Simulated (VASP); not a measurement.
# Zn (Fmmm) in VASP: a series of runs

The runs below take Zn through single point, with PBEsol.

All numbers are computed with VASP 6.6.1; they aren't measurements. Logs are shortened: lines on timing, memory, paths and dates and some standing lists are left out, and cuts for length are marked.

### 1 The cell of the first run

The structure is orthorhombic, space group Fmmm (No. 69). Conventional cell: a = 3.138 Å, b = 4.394 Å, c = 4.482 Å, α = 90.00°, β = 90.00°, γ = 90.00°. Within 3.6 Å of Zn (site symmetry mmm) lie 14 Zn at 2.70 to 3.14 Å.

### 2 Single point, PBEsol (strain -0.0200 x Voigt [0, 0, 0, 0, 0, 1])

File INCAR:

```
SYSTEM = Zn
PREC = Accurate ; ENCUT = 520
EDIFF = 1E-6 ; ISMEAR = 0
SIGMA = 0.15 ; LREAL = .False.
LASPH = .True. ; NELM = 60
ALGO = Fast ; ISIF = 2
LWAVE = .False. ; LCHARG = .False.
GGA = PS ; NBANDS = 12
```

File KPOINTS:

```
regular mesh
0
Gamma
  22 22 22
  0 0 0
```

File POSCAR:

```
Zn
1.0
   -1.5847273700      1.5847273700      1.5690370000
    1.5847273700     -1.5847273700      1.5690370000
    1.5533466300      1.5533466300     -1.5690370000
Zn
1
Direct
    0.0000000000      0.0000000000      0.0000000000
```

Potentials or basis: VASP PAW PBE potentials, release 64 (Zn).

Run with:

```
> cat potpaw_PBE.64/Zn/POTCAR > POTCAR
> mpirun -np 1 vasp_std > vasp.out
```

OUTCAR:

```text
SYSTEM = Zn
   PREC = Accurate
   ENCUT = 520
   EDIFF = 1E-6
   ISMEAR = 0
   LREAL = .False.
   LASPH = .True.
   NELM = 60
   ISIF = 2
   GGA = PS

 ion  position               nearest neighbor table
   1  0.000  0.000  0.000-

  LATTYP: Found a face centered orthorhombic cell.
 ALAT       =     3.1380740000
 B/A-ratio  =     1.4000714267
 C/A-ratio  =     1.4283556980

  Lattice vectors:

 A1 = (  -0.0313807400,   3.1380740000,   0.0000000000)
 A2 = (  -1.5847273700,   1.5847273700,   1.5690370000)
 A3 = (   1.5533466300,   1.5533466300,   1.5690370000)

Analysis of symmetry for initial positions (statically):
=====================================================================
 Subroutine PRICEL returns:
 Original cell was already a primitive cell.

 Routine SETGRP: Setting up the symmetry group for a
 face centered orthorhombic supercell.

 Subroutine GETGRP returns: Found  8 space group operations
 (whereof  8 operations were pure point group operations)
 out of a pool of  8 trial point group operations.

The static configuration has the point symmetry D_2h.

Analysis of symmetry for dynamics (positions and initial velocities):
=====================================================================
 Subroutine PRICEL returns:
 Original cell was already a primitive cell.

 Routine SETGRP: Setting up the symmetry group for a
 face centered orthorhombic supercell.

 Subroutine GETGRP returns: Found  8 space group operations
 (whereof  8 operations were pure point group operations)
 out of a pool of  8 trial point group operations.

The dynamic configuration has the point symmetry D_2h.

 Subroutine INISYM returns: Found  8 space group operations
 (whereof  8 operations are pure point group operations),
 and found     1 'primitive' translations

----------------------------------------------------------------------------------------

                                     Primitive cell

  volume of cell :      15.4496

  direct lattice vectors                    reciprocal lattice vectors
    -1.584727370  1.584727370  1.569037000     0.003186987  0.318698670  0.318666800
     1.584727370 -1.584727370  1.569037000     0.318698670  0.003186987  0.318666800
     1.553346630  1.553346630 -1.569037000     0.321885657  0.321885657  0.000000000

  length of vectors
     2.735799478  2.735799478  2.699564523     0.450696715  0.450696715  0.455215061

  position of ions in fractional coordinates (direct lattice)
     0.000000000  0.000000000  0.000000000

  ion indices of the primitive-cell ions
   primitive index   ion index
                 1           1

----------------------------------------------------------------------------------------

 KPOINTS: regular mesh

Automatic generation of k-mesh.
 Grid dimensions read from file:
 generate k-points for:   22   22   22

 Generating k-lattice:

  Cartesian coordinates                     Fractional coordinates (reciprocal lattice)
     0.000144863  0.014486303  0.014484855     0.045454545  0.000000000 -0.000000000
     0.014486303  0.000144863  0.014484855     0.000000000  0.045454545 -0.000000000
     0.014631166  0.014631166  0.000000000     0.000000000  0.000000000  0.045454545

  Length of vectors
     0.020486214  0.020486214  0.020691594

  Shift w.r.t. Gamma in fractional coordinates (k-lattice)
     0.000000000  0.000000000  0.000000000

 Subroutine IBZKPT returns following result:
 ===========================================

 Found   1530 irreducible k-points:

 Following reciprocal coordinates:
            Coordinates               Weight
  0.000000  0.000000  0.000000      1.000000
  0.045455  0.000000 -0.000000      8.000000
  0.090909  0.000000 -0.000000      8.000000
  0.136364 -0.000000  0.000000      8.000000
  0.181818 -0.000000 -0.000000      8.000000
  0.227273 -0.000000 -0.000000      8.000000
[... 16 lines left out ...]
  0.500000  0.045455 -0.000000      8.000000
 -0.454545  0.045455  0.000000      8.000000
 [... further k-points ...]
   k-points           NKPTS =   1530   k-points in BZ     NKDIM =   1530   number of bands    NBANDS=     12
   number of dos      NEDOS =    301   number of ions     NIONS =      1
   total plane-waves  NPLWV =   8000
   dimension x,y,z NGX =    20 NGY =   20 NGZ =   20
   dimension x,y,z NGXF=    40 NGYF=   40 NGZF=   40
   ions per type =               1
   NGX,Y,Z   is equivalent  to a cutoff of  12.15, 12.15, 12.32 a.u.
   NGXF,Y,Z  is equivalent  to a cutoff of  24.31, 24.31, 24.63 a.u.
 SYSTEM =  Zn
   PREC   = accura    normal or accurate (medium, high low for compatibility)
   ISTART =      0    job   : 0-new  1-cont  2-samecut
   ICHARG =      2    charge: 1-file 2-atom 10-const
   ISPIN  =      1    spin polarized calculation?
   LNONCOLLINEAR =      F non collinear calculations
   LSORBIT =      F    spin-orbit coupling
   LASPH  =      T    aspherical Exc in radial PAW
   ENCUT  =  520.0 eV  38.22 Ry    6.18 a.u.   5.09  5.09  5.02*2*pi/ulx,y,z
   NELM   =     60;   NELMIN=  2; NELMDL= -5     # of ELM steps
   EDIFF  = 0.1E-05   stopping-criterion for ELM
   LREAL  =      F    real-space projection
   EDIFFG = 0.1E-04   stopping-criterion for IOM
   NSW    =      0    number of steps for IOM
   IBRION =     -1    ionic relax: 0-MD 1-quasi-New 2-CG
   NFREE  =      0    steps in history (QN), initial steepest desc. (CG)
   ISIF   =      2    stress and relaxation
   ISYM   =      2    0-nonsym 1-usesym 2-fastsym
   POTIM  = 0.5000    time-step for ionic-motion
   TEBEG  =    0.0;   TEEND  =   0.0 temperature during run
   PSTRESS=    0.0 pullay stress
   NELECT =      12.0000    total number of electrons
   NUPDOWN=      -1.0000    fix difference up-down
   EMIN   =  10.00;   EMAX   =-10.00  energy-range for DOS
   EFERMI =   0.00;   METHOD = LEGACY
   ISMEAR =     0;   SIGMA  =   0.15  broadening in eV -4-tet -1-fermi 0-gaus
   EFERMI_NEDOS =   21; number of points for ismear=-14 and -15
   IALGO  =     68    algorithm
   IMIX   =      4    mixing-type and parameters
     AMIX     =   0.40;   BMIX     =  1.00
     AMIX_MAG =   1.60;   BMIX_MAG =  1.00
  volume/ion in A,a.u.               =      15.45       104.26
  Fermi-wavevector in a.u.,A,eV,Ry     =   1.504862  2.843776 30.811866  2.264608
  Thomas-Fermi vector in A             =   2.615786
   LORBIT       =      0    0 simple, 1 ext, 2 COOP (PROOUT), +10 PAW based schemes
   GGA     = PS    functional components
   LHFCALC =     F    Hartree Fock is set to
   AEXX    =    0.0000 exact exchange contribution
   IVDW    =     0    specifies the selected vdW correction
   LEPSILON=     F    determine dielectric tensor
   LRPA    =     F    only Hartree local field effects (RPA)
 non-spin polarized calculation
 RMM-DIIS sequential band-by-band and
 Gauss-broadening in eV      SIGMA  =   0.15
  energy-cutoff  :      520.00
  volume of cell :       15.45
 maximum number of plane-waves:       428
   NGX = 11   NGY = 11   NGZ =  9

 number of electron      12.0000020 magnetization

 Free energy of the ion-electron system (eV)
  ---------------------------------------------------
  ext. energy  EPLUGINS =         0.00000000
  ---------------------------------------------------
  free energy    TOTEN  =        -1.47677313 eV

  energy without entropy =       -1.47299180  energy(sigma->0) =       -1.47488246

 E-fermi :   2.9453     XC(G=0): -11.6304

 val. band max:        2.9412695055   @ k =   0.3182  -0.0000   0.3182
 cond. band min:       2.9530085679   @ k =  -0.4091   0.5000   0.0455
 fundamental gap:      0.0117390624
 Fermi energy:         2.9453311169

 k-point     1 :       0.0000    0.0000    0.0000
  band No.  band energies     occupation
      1      -7.4352      2.00000
      2      -4.8367      2.00000
      3      -4.8052      2.00000
      4      -4.7720      2.00000
      5      -4.3017      2.00000
      6      -4.3005      2.00000
      7      21.4813      0.00000
      8      21.8494      0.00000
      9      22.0933      0.00000
     10      23.4628      0.00000
     11      23.6423      0.00000
     12      23.9555      0.00000

 k-point     2 :       0.0455    0.0000   -0.0000
  band No.  band energies     occupation
      1      -7.3699      2.00000
      2      -4.8348      2.00000
      3      -4.8008      2.00000
      4      -4.7675      2.00000
      5      -4.3074      2.00000
      6      -4.3005      2.00000
      7      20.8242      0.00000
      8      21.1267      0.00000
      9      21.6737      0.00000
     10      22.6990      0.00000
     11      23.1962      0.00000
     12      23.5076      0.00000

 k-point     3 :       0.0909    0.0000   -0.0000
  band No.  band energies     occupation
      1      -7.1756      2.00000
      2      -4.8408      2.00000
      3      -4.7945      2.00000
      4      -4.7359      2.00000
      5      -4.3233      2.00000
      6      -4.2995      2.00000
      7      18.7265      0.00000
      8      20.0930      0.00000
      9      20.8706      0.00000
     10      21.9290      0.00000
     11      22.4790      0.00000
     12      23.4159      0.00000
[... 286 lines left out ...]
 k-point    23 :       0.5000    0.0455   -0.0000
  band No.  band energies     occupation
      1      -5.4336      2.00000
      2      -5.0996      2.00000
      3      -4.3303      2.00000
      4      -4.2794      2.00000
      5      -3.9953      2.00000
      6       0.0617      2.00000
      7       2.2536      2.00000
      8      13.4846      0.00000
      9      15.3399      0.00000
     10      18.8459      0.00000
     11      20.0642      0.00000
     12      29.6070      0.00000

 k-point    24 :      -0.4545    0.0455    0.0000
  band No.  band energies     occupation
      1      -5.4227      2.00000
      2      -5.0877      2.00000
      3      -4.3370      2.00000
      4      -4.2802      2.00000
      5      -4.0335      2.00000
      6      -1.0505      2.00000
      7       3.6246      0.00000
      8      13.6276      0.00000
      9      15.4706      0.00000
     10      18.9649      0.00000
     11      20.1424      0.00000
     12      28.5377      0.00000

 [... further k-points ...]
[... 5 lines left out ...]
  --------------------------------------------------------------------------------------
  -------------------------------------------------------------------------------------
  Total       -0.4540622     -0.4540622     -0.4589092     -0.0048546      0.0000000     -0.0000000
  in kB      -47.0879571    -47.0879571    -47.5906108     -0.5034397      0.0000000     -0.0000000
  external PRESSURE =     -47.2555083 kB  Pullay stress =       0.0000000 kB

 VOLUME and BASIS-vectors are now :
 -----------------------------------------------------------------------------
  energy-cutoff  :      520.00
  volume of cell :       15.45
      direct lattice vectors                 reciprocal lattice vectors
    -1.584727370  1.584727370  1.569037000     0.003186987  0.318698670  0.318666800
     1.584727370 -1.584727370  1.569037000     0.318698670  0.003186987  0.318666800
     1.553346630  1.553346630 -1.569037000     0.321885657  0.321885657  0.000000000

 POSITION                                       TOTAL-FORCE (eV/Angst)
 -----------------------------------------------------------------------------------
      0.00000      0.00000      0.00000        -0.000000      0.000000     -0.000000
 -----------------------------------------------------------------------------------
    total drift:                                0.000000     -0.000000      0.000000

  FREE ENERGIE OF THE ION-ELECTRON SYSTEM (eV)
  ---------------------------------------------------
  free  energy   TOTEN  =        -1.4767731272 eV

  energy  without entropy=       -1.4729918018  energy(sigma->0) =       -1.47488246
```

Run time: 2.2 min. Hardware: 1 thread of Intel Xeon 6975P-C, shared host; peak memory 0.36 GiB.

What came out:

- Free energy: -1.4768 eV
- Pressure: -4.7 GPa
- Band gap on the k mesh: zero (band 6 reaches 7.00 eV, above the bottom of band 7 at 1.71 eV)

Levels at points of the mesh, in eV from the Fermi level:
```tsv
k point	band 2	band 3	band 4	band 5	band 6	band 7	band 8	band 9	band 10	band 11
(0.00, 0.00, 0.00)	-7.78	-7.75	-7.72	-7.25	-7.25	18.54	18.90	19.15	20.52	20.70
(0.50, 0.00, 0.00)	-8.05	-7.27	-7.22	-6.92	-2.69	-1.03	11.15	12.69	15.17	16.72
(0.50, 0.50, 0.00)	-8.07	-7.26	-7.20	-6.93	-2.79	-1.24	11.41	12.74	15.35	16.84
(0.00, 0.00, 0.50)	-8.03	-7.28	-7.23	-6.90	-2.58	-0.82	11.01	12.50	15.10	16.48
(0.50, 0.50, 0.50)	-8.30	-7.02	-7.00	-6.97	4.05	4.13	4.22	7.40	8.52	8.52
```

Caveat: the cell differs from its parent crystal (strain -0.0200 x Voigt [0, 0, 0, 0, 0, 1]); the PAW data sets were made with another functional, which shifts forces and pressure a little.

### 3 Single point, PBEsol (strain +0.0100 x Voigt [0, 0, 0, 0, 0, 1])

File INCAR:

```
PREC = Accurate ; ENCUT = 520
EDIFF = 1E-6 ; ISMEAR = 0
SIGMA = 0.15 ; LREAL = False
LASPH = True ; NELM = 60
ALGO = Fast ; ISIF = 2
LWAVE = False ; LCHARG = True
GGA = PS ; LELF = True
LVHAR = True ; NBANDS = 12
```

File KPOINTS:

```
regular mesh
0
Gamma
  22 22 22
```

File POSCAR:

```
Zn
1.0
   -1.5611918150      1.5611918150      1.5690370000
    1.5611918150     -1.5611918150      1.5690370000
    1.5768821850      1.5768821850     -1.5690370000
Zn
1
Direct
    0.0000000000      0.0000000000      0.0000000000
```

Potentials or basis: VASP PAW PBE potentials, release 64 (Zn).

Run with:

```
> cat potpaw_PBE.64/Zn/POTCAR > POTCAR
> mpirun -np 1 vasp_std > vasp.out
```

Wall time 2.3 min (1 thread of Intel Xeon 6975P-C, shared host); peak memory 0.36 GiB.

Results (log left out):

```yaml
Free_energy: -1.4767 eV
Pressure: -4.7 GPa
Band_gap_on_the_k_mesh: zero (band 6 reaches 7.03 eV, above the bottom of band 7 at 1.81 eV)
```

Stress tensor (GPa, compression positive):
```
-4.72  0.06  0.00
 0.06 -4.72  0.00
 0.00  0.00 -4.73
```

Levels at points of the mesh, in eV from the Fermi level:
| k point | band 3 | band 4 | band 5 | band 6 | band 7 | band 8 | band 9 | band 10 |
| --- | --- | --- | --- | --- | --- | --- | --- | --- |
| (0.00, 0.00, 0.00) | -7.75 | -7.74 | -7.25 | -7.25 | 18.73 | 18.90 | 19.04 | 20.59 |
| (0.50, 0.00, 0.00) | -7.28 | -7.22 | -6.92 | -2.69 | -1.03 | 11.19 | 12.63 | 15.20 |
| (0.50, 0.50, 0.00) | -7.28 | -7.23 | -6.91 | -2.64 | -0.93 | 11.11 | 12.56 | 15.15 |
| (0.00, 0.00, 0.50) | -7.27 | -7.21 | -6.93 | -2.74 | -1.14 | 11.31 | 12.67 | 15.28 |
| (0.50, 0.50, 0.50) | -7.01 | -7.00 | -6.99 | 4.09 | 4.13 | 4.17 | 7.40 | 8.51 |

Caveat: the cell differs from its parent crystal (strain +0.0100 x Voigt [0, 0, 0, 0, 0, 1]); the PAW data sets were made with another functional, which shifts forces and pressure a little.
